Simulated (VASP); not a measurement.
# Mg (a cell with a defect) in VASP: single point with PBEsol

Aim: the single point of Mg (a cell with a defect) with PBEsol.

All numbers are computed with VASP 6.6.1; they aren't measurements. Logs are shortened: lines on timing, memory, paths and dates and some standing lists are left out, and cuts for length are marked.

## Step 1: The cell of the first run

The cell holds a defect, 7 atoms: a = 6.348 Å, b = 6.348 Å, c = 6.348 Å, α = 60.00°, β = 60.00°, γ = 60.00°.

## Step 2: Single point, PBEsol

INCAR reads:

```
SYSTEM = Mg
PREC = Accurate ; ENCUT = 520
EDIFF = 1E-6 ; ISMEAR = 0
SIGMA = 0.1 ; LREAL = .False.
LASPH = .True. ; NELM = 120
ALGO = Normal ; ISIF = 2
LWAVE = .False. ; LCHARG = .False.
GGA = PS ; NBANDS = 16
GGA_COMPAT = .False.
```

KPOINTS reads:

```
Automatic mesh
0
Gamma
  2 2 2
  0 0 0
```

POSCAR reads:

```
Mg
1.0
    0.0000000000      4.4885120000      4.4885120000
    4.4885120000      0.0000000000      4.4885120000
    4.4885120000      4.4885120000      0.0000000000
Mg
7
Direct
    0.0000000000      0.0000000000      0.2500000000
    0.0216911529      0.5505483777     -0.0361197653
   -0.0216911529      0.4494516223      0.5361197653
    0.5505483777      0.0216911529     -0.0361197653
    0.4494516223     -0.0216911529      0.5361197653
    0.5000000000      0.5000000000      0.0178544694
    0.5000000000      0.5000000000      0.4821455306
```

Potentials or basis: VASP PAW PBE potentials, release 64 (Mg).

Run with:

```
$ cat potpaw_PBE.64/Mg/POTCAR > POTCAR
$ mpirun -np 1 vasp_std > vasp.out
```

OUTCAR:

```text
SYSTEM = Mg
   PREC = Accurate
   ENCUT = 520
   EDIFF = 1E-6
   ISMEAR = 0
   LREAL = .False.
   LASPH = .True.
   NELM = 120
   ISIF = 2
   GGA = PS

 ion  position               nearest neighbor table
   1  0.000  0.000  0.250-   4 3.07   2 3.07   3 3.07   5 3.07   7 3.50   6 3.50   6 3.50   7 3.50

   2  0.022  0.551  0.964-   4 2.99   7 3.07   6 3.07   1 3.07   3 3.24   3 3.24   6 3.32   7 3.32
                             4 3.36
   3  0.978  0.449  0.536-   5 2.99   6 3.07   7 3.07   1 3.07   2 3.24   2 3.24   7 3.32   6 3.32
                             5 3.36
   4  0.551  0.022  0.964-   2 2.99   7 3.07   6 3.07   1 3.07   5 3.24   5 3.24   6 3.32   7 3.32
                             2 3.36
   5  0.449  0.978  0.536-   3 2.99   6 3.07   7 3.07   1 3.07   4 3.24   4 3.24   7 3.32   6 3.32
                             3 3.36
   6  0.500  0.500  0.018-   7 2.95   5 3.07   3 3.07   2 3.07   4 3.07   4 3.32   2 3.32   5 3.32
                             3 3.32   7 3.40   1 3.50   1 3.50
   7  0.500  0.500  0.482-   6 2.95   4 3.07   2 3.07   5 3.07   3 3.07   5 3.32   3 3.32   4 3.32
                             2 3.32   6 3.40   1 3.50   1 3.50

  LATTYP: Found a face centered cubic cell.
 ALAT       =     8.9770240000

  Lattice vectors:

 A1 = (   0.0000000000,   4.4885120000,   4.4885120000)
 A2 = (   4.4885120000,   0.0000000000,   4.4885120000)
 A3 = (   4.4885120000,   4.4885120000,   0.0000000000)

Analysis of symmetry for initial positions (statically):
=====================================================================
 Subroutine PRICEL returns:
 Original cell was already a primitive cell.

 Routine SETGRP: Setting up the symmetry group for a
 face centered cubic supercell.

 Subroutine GETGRP returns: Found  8 space group operations
 (whereof  4 operations were pure point group operations)
 out of a pool of 48 trial point group operations.

The static configuration has the point symmetry C_2v.
 The point group associated with its full space group is D_2h.

Analysis of symmetry for dynamics (positions and initial velocities):
=====================================================================
 Subroutine PRICEL returns:
 Original cell was already a primitive cell.

 Routine SETGRP: Setting up the symmetry group for a
 face centered cubic supercell.

 Subroutine GETGRP returns: Found  8 space group operations
 (whereof  4 operations were pure point group operations)
 out of a pool of 48 trial point group operations.

The dynamic configuration has the point symmetry C_2v.
 The point group associated with its full space group is D_2h.

 Subroutine INISYM returns: Found  8 space group operations
 (whereof  4 operations are pure point group operations),
 and found     1 'primitive' translations

----------------------------------------------------------------------------------------

                                     Primitive cell

  volume of cell :     180.8578

  direct lattice vectors                    reciprocal lattice vectors
     0.000000000  4.488512000  4.488512000    -0.111395491  0.111395491  0.111395491
     4.488512000  0.000000000  4.488512000     0.111395491 -0.111395491  0.111395491
     4.488512000  4.488512000  0.000000000     0.111395491  0.111395491 -0.111395491

  length of vectors
     6.347714545  6.347714545  6.347714545     0.192942651  0.192942651  0.192942651

  position of ions in fractional coordinates (direct lattice)
     0.000000000  0.000000000  0.250000000
     0.021691153  0.550548378  0.963880235
     0.978308847  0.449451622  0.536119765
     0.550548378  0.021691153  0.963880235
     0.449451622  0.978308847  0.536119765
     0.500000000  0.500000000  0.017854469
     0.500000000  0.500000000  0.482145531

  ion indices of the primitive-cell ions
   primitive index   ion index
                 1           1
                 2           2
                 3           3
                 4           4
                 5           5
                 6           6
                 7           7

----------------------------------------------------------------------------------------

 KPOINTS: Automatic mesh

Automatic generation of k-mesh.
 Grid dimensions read from file:
 generate k-points for:    2    2    2

 Generating k-lattice:

  Cartesian coordinates                     Fractional coordinates (reciprocal lattice)
    -0.055697746  0.055697746  0.055697746     0.500000000  0.000000000  0.000000000
     0.055697746 -0.055697746  0.055697746     0.000000000  0.500000000  0.000000000
     0.055697746  0.055697746 -0.055697746     0.000000000  0.000000000  0.500000000

  Length of vectors
     0.096471325  0.096471325  0.096471325

  Shift w.r.t. Gamma in fractional coordinates (k-lattice)
     0.000000000  0.000000000  0.000000000

 Subroutine IBZKPT returns following result:
 ===========================================

 Found      5 irreducible k-points:

 Following reciprocal coordinates:
            Coordinates               Weight
  0.000000  0.000000  0.000000      1.000000
  0.500000  0.000000  0.000000      2.000000
  0.000000  0.000000  0.500000      2.000000
  0.500000  0.500000  0.000000      1.000000
  0.000000  0.500000  0.500000      2.000000
   k-points           NKPTS =      5   k-points in BZ     NKDIM =      5   number of bands    NBANDS=     16
   number of dos      NEDOS =    301   number of ions     NIONS =      7
   total plane-waves  NPLWV = 110592
   dimension x,y,z NGX =    48 NGY =   48 NGZ =   48
   dimension x,y,z NGXF=    96 NGYF=   96 NGZF=   96
   ions per type =               7
   NGX,Y,Z   is equivalent  to a cutoff of  12.57, 12.57, 12.57 a.u.
   NGXF,Y,Z  is equivalent  to a cutoff of  25.14, 25.14, 25.14 a.u.
 SYSTEM =  Mg
   PREC   = accura    normal or accurate (medium, high low for compatibility)
   ISTART =      0    job   : 0-new  1-cont  2-samecut
   ICHARG =      2    charge: 1-file 2-atom 10-const
   ISPIN  =      1    spin polarized calculation?
   LNONCOLLINEAR =      F non collinear calculations
   LSORBIT =      F    spin-orbit coupling
   LASPH  =      T    aspherical Exc in radial PAW
   ENCUT  =  520.0 eV  38.22 Ry    6.18 a.u.  11.80 11.80 11.80*2*pi/ulx,y,z
   NELM   =    120;   NELMIN=  2; NELMDL= -5     # of ELM steps
   EDIFF  = 0.1E-05   stopping-criterion for ELM
   LREAL  =      F    real-space projection
   EDIFFG = 0.1E-04   stopping-criterion for IOM
   NSW    =      0    number of steps for IOM
   IBRION =     -1    ionic relax: 0-MD 1-quasi-New 2-CG
   NFREE  =      0    steps in history (QN), initial steepest desc. (CG)
   ISIF   =      2    stress and relaxation
   ISYM   =      2    0-nonsym 1-usesym 2-fastsym
   POTIM  = 0.5000    time-step for ionic-motion
   TEBEG  =    0.0;   TEEND  =   0.0 temperature during run
   PSTRESS=    0.0 pullay stress
   NELECT =      14.0000    total number of electrons
   NUPDOWN=      -1.0000    fix difference up-down
   EMIN   =  10.00;   EMAX   =-10.00  energy-range for DOS
   EFERMI =   0.00;   METHOD = LEGACY
   ISMEAR =     0;   SIGMA  =   0.10  broadening in eV -4-tet -1-fermi 0-gaus
   EFERMI_NEDOS =   21; number of points for ismear=-14 and -15
   IALGO  =     38    algorithm
   IMIX   =      4    mixing-type and parameters
     AMIX     =   0.40;   BMIX     =  1.00
     AMIX_MAG =   1.60;   BMIX_MAG =  1.00
  volume/ion in A,a.u.               =      25.84       174.36
  Fermi-wavevector in a.u.,A,eV,Ry     =   0.697705  1.318471  6.623209  0.486792
  Thomas-Fermi vector in A             =   1.781106
   LORBIT       =      0    0 simple, 1 ext, 2 COOP (PROOUT), +10 PAW based schemes
   GGA     = PS    functional components
   LHFCALC =     F    Hartree Fock is set to
   AEXX    =    0.0000 exact exchange contribution
   IVDW    =     0    specifies the selected vdW correction
   LEPSILON=     F    determine dielectric tensor
   LRPA    =     F    only Hartree local field effects (RPA)
 non-spin polarized calculation
 Gauss-broadening in eV      SIGMA  =   0.10
  energy-cutoff  :      520.00
  volume of cell :      180.86
 maximum number of plane-waves:      4909
 NGX is ok and might be reduce to    48
   NGX = 23   NGY = 23   NGZ = 23

 number of electron      14.0000000 magnetization

 Free energy of the ion-electron system (eV)
  ---------------------------------------------------
  ext. energy  EPLUGINS =         0.00000000
  ---------------------------------------------------
  free energy    TOTEN  =       -12.03746447 eV

  energy without entropy =      -12.01872661  energy(sigma->0) =      -12.02809554

 E-fermi :   1.1464     XC(G=0):  -8.1385

 val. band max:        1.1287988252   @ k =   0.0000   0.0000   0.5000
 cond. band min:       1.3992962298   @ k =   0.0000   0.0000   0.0000
 fundamental gap:      0.2704974047
 Fermi energy:         1.1463861367

 k-point     1 :       0.0000    0.0000    0.0000
  band No.  band energies     occupation
      1      -4.5043      2.00000
      2       0.5053      2.00000
      3       0.6310      2.00000
      4       0.8273      1.99999
      5       0.8447      1.99998
      6       0.9134      1.99901
[... 8 lines left out ...]
     15       3.4938      0.00000
     16       8.6669      0.00000

 k-point     2 :       0.5000    0.0000    0.0000
  band No.  band energies     occupation
      1      -3.3700      2.00000
      2      -2.8280      2.00000
      3      -0.0009      2.00000
      4       0.3534      2.00000
      5       0.5204      2.00000
      6       0.5894      2.00000
[... 8 lines left out ...]
     15       7.1977      0.00000
     16       7.2628      0.00000

 k-point     3 :       0.0000    0.0000    0.5000
  band No.  band energies     occupation
      1      -3.2024      2.00000
      2      -3.0391      2.00000
      3       0.0861      2.00000
      4       0.2345      2.00000
      5       0.3866      2.00000
      6       0.6727      2.00000
[... 8 lines left out ...]
     15       7.0932      0.00000
     16       7.2824      0.00000

 k-point     4 :       0.5000    0.5000    0.0000
  band No.  band energies     occupation
      1      -2.7323      2.00000
      2      -2.6644      2.00000
      3      -1.1103      2.00000
      4      -0.8261      2.00000
      5      -0.6098      2.00000
      6      -0.4709      2.00000
[... 8 lines left out ...]
     15       5.7830      0.00000
     16       6.1361      0.00000

 k-point     5 :       0.0000    0.5000    0.5000
  band No.  band energies     occupation
      1      -2.7460      2.00000
      2      -2.6493      2.00000
      3      -0.9395      2.00000
      4      -0.8907      2.00000
      5      -0.8265      2.00000
      6      -0.3743      2.00000
[... 8 lines left out ...]
     15       5.6084      0.00000
     16       5.8786      0.00000

------------------------ aborting loop because EDIFF is reached ----------------------------------------

  FORCE on cell =-STRESS in cart. coord.  units (eV):
  Direction    XX          YY          ZZ          XY          YZ          ZX
  --------------------------------------------------------------------------------------
  -------------------------------------------------------------------------------------
  Total       -2.6876689     -2.6876689     -2.3560092     -0.7566584      0.0000000      0.0000000
  in kB      -23.8094397    -23.8094397    -20.8713435     -6.7030625      0.0000000      0.0000000
  external PRESSURE =     -22.8300743 kB  Pullay stress =       0.0000000 kB

 VOLUME and BASIS-vectors are now :
 -----------------------------------------------------------------------------
  energy-cutoff  :      520.00
  volume of cell :      180.86
      direct lattice vectors                 reciprocal lattice vectors
     0.000000000  4.488512000  4.488512000    -0.111395491  0.111395491  0.111395491
     4.488512000  0.000000000  4.488512000     0.111395491 -0.111395491  0.111395491
     4.488512000  4.488512000  0.000000000     0.111395491  0.111395491 -0.111395491

 POSITION                                       TOTAL-FORCE (eV/Angst)
 -----------------------------------------------------------------------------------
      1.12213      1.12213      0.00000        -0.000000     -0.000000      0.000000
      6.79753      4.42375      2.56850         0.000535     -0.000535      0.004157
      4.42375      6.79753      6.40852        -0.000535      0.000535     -0.004157
      4.42375      6.79753      2.56850        -0.000535      0.000535      0.004157
      6.79753      4.42375      6.40852         0.000535     -0.000535     -0.004157
      2.32440      2.32440      4.48851        -0.004704     -0.004704      0.000000
      4.40837      4.40837      4.48851         0.004704      0.004704      0.000000
 -----------------------------------------------------------------------------------
    total drift:                               -0.000000      0.000000     -0.000000

  FREE ENERGIE OF THE ION-ELECTRON SYSTEM (eV)
  ---------------------------------------------------
  free  energy   TOTEN  =       -12.0374644656 eV

  energy  without entropy=      -12.0187266093  energy(sigma->0) =      -12.02809554
```

Wall time 26 s (1 thread of Intel Xeon 6975P-C (Granite Rapids), shared host); peak memory 0.29 GiB.

What came out:

```
Free energy            : -12.0375 eV
Pressure               : -2.3 GPa
Largest force          : 0.007 eV/Å
Band gap on the k mesh : zero (bands 7 and 8 overlap by 2.95 eV)
```

Forces on the atoms (eV/Å):
```
Mg   0.000  0.000  0.000
Mg   0.001 -0.001  0.004
Mg  -0.001  0.001 -0.004
Mg  -0.001  0.001  0.004
Mg   0.001 -0.001 -0.004
Mg  -0.005 -0.005  0.000
Mg   0.005  0.005  0.000
```

Caveat: the k points lie up to 0.61 Å⁻¹ apart, too coarse for converged energies and pressures of a metal; the PAW data sets were made with another functional, which shifts forces and pressure a little.
